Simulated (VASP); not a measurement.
# Cs3Nb (Pm-3m) in VASP: a series of runs

The runs below take Cs3Nb through single point, relaxation of cell and atoms, with PBE.

All numbers are computed with VASP 6.6.1; they aren't measurements. Logs are shortened: lines on timing, memory, paths and dates and some standing lists are left out, and cuts for length are marked.

### 1 The cell of the first run

It takes space group Pm-3m (No. 221, cubic). The conventional cell has a = 6.081 Å, b = 6.081 Å, c = 6.081 Å, α = 90.00°, β = 90.00°, γ = 90.00°. Cs (site symmetry 4/mmm) has 8 Cs at 4.30 Å and 4 Nb at 4.30 Å within 5.6 Å. Within 5.6 Å of Nb (site symmetry m-3m) lie 12 Cs at 4.30 Å.

### 2 Single point, PBE

Input file INCAR:

```
SYSTEM = Cs3Nb
PREC = Accurate
ENCUT = 520
EDIFF = 1E-6
ISMEAR = 0
SIGMA = 0.1
LREAL = .FALSE.
LASPH = .TRUE.
NELM = 100
ALGO = Fast
ISIF = 2
LWAVE = .FALSE.
LCHARG = .FALSE.
GGA = PE
NBANDS = 28
```

Input file KPOINTS:

```
regular mesh
0
G
  8 8 8
  0 0 0
```

Input file POSCAR:

```
Cs3Nb
1.0
    6.0810220311      0.0000000000      0.0000000000
    0.0000000000      6.0810220311      0.0000000000
    0.0000000000      0.0000000000      6.0810220311
Cs Nb
3 1
Direct
    0.0000000000      0.5000000000      0.5000000000
    0.5000000000      0.0000000000      0.5000000000
    0.5000000000      0.5000000000      0.0000000000
    0.0000000000      0.0000000000      0.0000000000
```

Potentials or basis: VASP PAW PBE potentials, release 64 (Cs_sv, Nb_sv).

On the command line:

```
$ cat potpaw_PBE.64/Cs_sv/POTCAR potpaw_PBE.64/Nb_sv/POTCAR > POTCAR
$ mpirun -np 1 vasp_std > vasp.out
```

OUTCAR:

```text
SYSTEM = Cs3Nb
   PREC = Accurate
   ENCUT = 520
   EDIFF = 1E-6
   ISMEAR = 0
   LREAL = .FALSE.
   LASPH = .TRUE.
   NELM = 100
   ISIF = 2
   GGA = PE

 ion  position               nearest neighbor table
   1  0.000  0.500  0.500-
   2  0.500  0.000  0.500-
   3  0.500  0.500  0.000-
   4  0.000  0.000  0.000-

  LATTYP: Found a simple cubic cell.
 ALAT       =     6.0810220311

  Lattice vectors:

 A1 = (   6.0810220311,   0.0000000000,   0.0000000000)
 A2 = (   0.0000000000,   6.0810220311,   0.0000000000)
 A3 = (   0.0000000000,   0.0000000000,   6.0810220311)

Analysis of symmetry for initial positions (statically):
=====================================================================
 Subroutine PRICEL returns:
 Original cell was already a primitive cell.

 Routine SETGRP: Setting up the symmetry group for a
 simple cubic supercell.

 Subroutine GETGRP returns: Found 48 space group operations
 (whereof 48 operations were pure point group operations)
 out of a pool of 48 trial point group operations.

The static configuration has the point symmetry O_h .

Analysis of symmetry for dynamics (positions and initial velocities):
=====================================================================
 Subroutine PRICEL returns:
 Original cell was already a primitive cell.

 Routine SETGRP: Setting up the symmetry group for a
 simple cubic supercell.

 Subroutine GETGRP returns: Found 48 space group operations
 (whereof 48 operations were pure point group operations)
 out of a pool of 48 trial point group operations.

The dynamic configuration has the point symmetry O_h .

 Subroutine INISYM returns: Found 48 space group operations
 (whereof 48 operations are pure point group operations),
 and found     1 'primitive' translations

----------------------------------------------------------------------------------------

                                     Primitive cell

  volume of cell :     224.8691

  direct lattice vectors                    reciprocal lattice vectors
     6.081022031  0.000000000  0.000000000     0.164446041  0.000000000  0.000000000
     0.000000000  6.081022031  0.000000000     0.000000000  0.164446041  0.000000000
     0.000000000  0.000000000  6.081022031     0.000000000  0.000000000  0.164446041

  length of vectors
     6.081022031  6.081022031  6.081022031     0.164446041  0.164446041  0.164446041

  position of ions in fractional coordinates (direct lattice)
     0.000000000  0.500000000  0.500000000
     0.500000000  0.000000000  0.500000000
     0.500000000  0.500000000  0.000000000
     0.000000000  0.000000000  0.000000000

  ion indices of the primitive-cell ions
   primitive index   ion index
                 1           1
                 2           2
                 3           3
                 4           4

----------------------------------------------------------------------------------------

 KPOINTS: regular mesh

Automatic generation of k-mesh.
 Grid dimensions read from file:
 generate k-points for:    8    8    8

 Generating k-lattice:

  Cartesian coordinates                     Fractional coordinates (reciprocal lattice)
     0.020555755  0.000000000  0.000000000     0.125000000  0.000000000  0.000000000
     0.000000000  0.020555755  0.000000000     0.000000000  0.125000000  0.000000000
     0.000000000  0.000000000  0.020555755     0.000000000  0.000000000  0.125000000

  Length of vectors
     0.020555755  0.020555755  0.020555755

  Shift w.r.t. Gamma in fractional coordinates (k-lattice)
     0.000000000  0.000000000  0.000000000

 Subroutine IBZKPT returns following result:
 ===========================================

 Found     35 irreducible k-points:

 Following reciprocal coordinates:
            Coordinates               Weight
  0.000000  0.000000  0.000000      1.000000
  0.125000  0.000000  0.000000      6.000000
  0.250000  0.000000  0.000000      6.000000
  0.375000  0.000000  0.000000      6.000000
  0.500000  0.000000  0.000000      3.000000
  0.125000  0.125000  0.000000     12.000000
[... 16 lines left out ...]
  0.375000  0.375000  0.125000     24.000000
  0.500000  0.375000  0.125000     24.000000
 [... further k-points ...]
   k-points           NKPTS =     35   k-points in BZ     NKDIM =     35   number of bands    NBANDS=     28
   number of dos      NEDOS =    301   number of ions     NIONS =      4
   total plane-waves  NPLWV = 110592
   dimension x,y,z NGX =    48 NGY =   48 NGZ =   48
   dimension x,y,z NGXF=    96 NGYF=   96 NGZF=   96
   ions per type =               3   1
   NGX,Y,Z   is equivalent  to a cutoff of  13.12, 13.12, 13.12 a.u.
   NGXF,Y,Z  is equivalent  to a cutoff of  26.24, 26.24, 26.24 a.u.
 SYSTEM =  Cs3Nb
   PREC   = accura    normal or accurate (medium, high low for compatibility)
   ISTART =      0    job   : 0-new  1-cont  2-samecut
   ICHARG =      2    charge: 1-file 2-atom 10-const
   ISPIN  =      1    spin polarized calculation?
   LNONCOLLINEAR =      F non collinear calculations
   LSORBIT =      F    spin-orbit coupling
   LASPH  =      T    aspherical Exc in radial PAW
   ENCUT  =  520.0 eV  38.22 Ry    6.18 a.u.  11.31 11.31 11.31*2*pi/ulx,y,z
   NELM   =    100;   NELMIN=  2; NELMDL= -5     # of ELM steps
   EDIFF  = 0.1E-05   stopping-criterion for ELM
   LREAL  =      F    real-space projection
   EDIFFG = 0.1E-04   stopping-criterion for IOM
   NSW    =      0    number of steps for IOM
   IBRION =     -1    ionic relax: 0-MD 1-quasi-New 2-CG
   NFREE  =      0    steps in history (QN), initial steepest desc. (CG)
   ISIF   =      2    stress and relaxation
   ISYM   =      2    0-nonsym 1-usesym 2-fastsym
   POTIM  = 0.5000    time-step for ionic-motion
   TEBEG  =    0.0;   TEEND  =   0.0 temperature during run
   PSTRESS=    0.0 pullay stress
   NELECT =      40.0000    total number of electrons
   NUPDOWN=      -1.0000    fix difference up-down
   EMIN   =  10.00;   EMAX   =-10.00  energy-range for DOS
   EFERMI =   0.00;   METHOD = LEGACY
   ISMEAR =     0;   SIGMA  =   0.10  broadening in eV -4-tet -1-fermi 0-gaus
   EFERMI_NEDOS =   21; number of points for ismear=-14 and -15
   IALGO  =     68    algorithm
   IMIX   =      4    mixing-type and parameters
     AMIX     =   0.40;   BMIX     =  1.00
     AMIX_MAG =   1.60;   BMIX_MAG =  1.00
  volume/ion in A,a.u.               =      56.22       379.37
  Fermi-wavevector in a.u.,A,eV,Ry     =   0.920700  1.739871 11.533508  0.847689
  Thomas-Fermi vector in A             =   2.046035
   LORBIT       =      0    0 simple, 1 ext, 2 COOP (PROOUT), +10 PAW based schemes
   GGA     = PE    functional components
   LHFCALC =     F    Hartree Fock is set to
   AEXX    =    0.0000 exact exchange contribution
   IVDW    =     0    specifies the selected vdW correction
   LEPSILON=     F    determine dielectric tensor
   LRPA    =     F    only Hartree local field effects (RPA)
 non-spin polarized calculation
 RMM-DIIS sequential band-by-band and
 Gauss-broadening in eV      SIGMA  =   0.10
  energy-cutoff  :      520.00
  volume of cell :      224.87
 maximum number of plane-waves:      6090
 NGX is ok and might be reduce to    48
   NGX = 23   NGY = 23   NGZ = 23

 number of electron      40.0000003 magnetization

 Free energy of the ion-electron system (eV)
  ---------------------------------------------------
  ext. energy  EPLUGINS =         0.00000000
  ---------------------------------------------------
  free energy    TOTEN  =        -6.33448154 eV

  energy without entropy =       -6.23391658  energy(sigma->0) =       -6.28419906

 E-fermi :   2.3339     XC(G=0):  -7.5217

 val. band max:        2.3304169386   @ k =   0.3750   0.3750   0.1250
 cond. band min:       2.3351348046   @ k =   0.2500   0.2500   0.2500
 fundamental gap:      0.0047178660
 Fermi energy:         2.3338741199

 k-point     1 :       0.0000    0.0000    0.0000
  band No.  band energies     occupation
      1     -52.9502      2.00000
      2     -28.9942      2.00000
      3     -28.9942      2.00000
      4     -28.9942      2.00000
      5     -20.8793      2.00000
      6     -20.7462      2.00000
[... 20 lines left out ...]
     27       4.9429      0.00000
     28       4.9621      0.00000

 k-point     2 :       0.1250    0.0000    0.0000
  band No.  band energies     occupation
      1     -52.9502      2.00000
      2     -28.9943      2.00000
      3     -28.9942      2.00000
      4     -28.9942      2.00000
      5     -20.8748      2.00000
      6     -20.7507      2.00000
[... 20 lines left out ...]
     27       4.4381      0.00000
     28       4.9435      0.00000

 k-point     3 :       0.2500    0.0000    0.0000
  band No.  band energies     occupation
      1     -52.9502      2.00000
      2     -28.9943      2.00000
      3     -28.9942      2.00000
      4     -28.9942      2.00000
      5     -20.8624      2.00000
      6     -20.7632      2.00000
[... 20 lines left out ...]
     27       4.3591      0.00000
     28       5.0875      0.00000

 k-point     4 :       0.3750    0.0000    0.0000
  band No.  band energies     occupation
      1     -52.9502      2.00000
      2     -28.9943      2.00000
      3     -28.9942      2.00000
      4     -28.9942      2.00000
      5     -20.8455      2.00000
      6     -20.7802      2.00000
[... 20 lines left out ...]
     27       4.2482      0.00000
     28       5.4466      0.00000

 k-point     5 :       0.5000    0.0000    0.0000
  band No.  band energies     occupation
      1     -52.9502      2.00000
      2     -28.9943      2.00000
      3     -28.9942      2.00000
      4     -28.9942      2.00000
      5     -20.8350      2.00000
      6     -20.7907      2.00000
[... 20 lines left out ...]
     27       4.2127      0.00000
     28       5.6017      0.00000

 k-point     6 :       0.1250    0.1250    0.0000
  band No.  band energies     occupation
      1     -52.9502      2.00000
      2     -28.9943      2.00000
      3     -28.9943      2.00000
      4     -28.9942      2.00000
      5     -20.8705      2.00000
      6     -20.7527      2.00000
[... 463 lines left out ...]
      5     -20.8293      2.00000
      6     -20.7807      2.00000
[... 20 lines left out ...]
     27       4.5429      0.00000
     28       4.7661      0.00000

 k-point    22 :       0.5000    0.2500    0.1250
  band No.  band energies     occupation
      1     -52.9502      2.00000
      2     -28.9943      2.00000
      3     -28.9943      2.00000
      4     -28.9943      2.00000
      5     -20.8194      2.00000
      6     -20.7903      2.00000
[... 20 lines left out ...]
     27       4.5710      0.00000
     28       4.8306      0.00000

 k-point    23 :       0.3750    0.3750    0.1250
  band No.  band energies     occupation
      1     -52.9502      2.00000
      2     -28.9943      2.00000
      3     -28.9943      2.00000
      4     -28.9943      2.00000
      5     -20.8160      2.00000
      6     -20.7836      2.00000
[... 20 lines left out ...]
     27       4.6296      0.00000
     28       4.6520      0.00000

 k-point    24 :       0.5000    0.3750    0.1250
  band No.  band energies     occupation
      1     -52.9502      2.00000
      2     -28.9943      2.00000
      3     -28.9943      2.00000
      4     -28.9942      2.00000
      5     -20.8059      2.00000
      6     -20.7901      2.00000
[... 20 lines left out ...]
     27       4.5093      0.00000
     28       4.5401      0.00000

 [... further k-points ...]

------------------------ aborting loop because EDIFF is reached ----------------------------------------

  FORCE on cell =-STRESS in cart. coord.  units (eV):
  Direction    XX          YY          ZZ          XY          YZ          ZX
  --------------------------------------------------------------------------------------
  -------------------------------------------------------------------------------------
  Total       -0.0018482     -0.0018482     -0.0018482     -0.0000000     -0.0000000      0.0000000
  in kB       -0.0131685     -0.0131685     -0.0131685     -0.0000000     -0.0000000      0.0000000
  external PRESSURE =      -0.0131685 kB  Pullay stress =       0.0000000 kB

 VOLUME and BASIS-vectors are now :
 -----------------------------------------------------------------------------
  energy-cutoff  :      520.00
  volume of cell :      224.87
      direct lattice vectors                 reciprocal lattice vectors
     6.081022031  0.000000000  0.000000000     0.164446041  0.000000000  0.000000000
     0.000000000  6.081022031  0.000000000     0.000000000  0.164446041  0.000000000
     0.000000000  0.000000000  6.081022031     0.000000000  0.000000000  0.164446041

 POSITION                                       TOTAL-FORCE (eV/Angst)
 -----------------------------------------------------------------------------------
      0.00000      3.04051      3.04051         0.000000      0.000000      0.000000
      3.04051      0.00000      3.04051         0.000000      0.000000      0.000000
      3.04051      3.04051      0.00000         0.000000      0.000000      0.000000
      0.00000      0.00000      0.00000         0.000000      0.000000      0.000000
 -----------------------------------------------------------------------------------
    total drift:                                0.000000     -0.000000     -0.000000

  FREE ENERGIE OF THE ION-ELECTRON SYSTEM (eV)
  ---------------------------------------------------
  free  energy   TOTEN  =        -6.3344815415 eV

  energy  without entropy=       -6.2339165843  energy(sigma->0) =       -6.28419906
```

It took 2.4 min on 1 thread of Intel Xeon 6975P-C (Granite Rapids), shared host; peak memory 0.43 GiB.

Results:

```
Free energy            : -6.3345 eV
Pressure               : 0.0 GPa
Band gap on the k mesh : zero (bands 20 and 21 overlap by 0.34 eV)
```

Caveat: spin-orbit coupling is left out, which moves the levels of the heavy elements.

(Continued in part 2 of 2.)
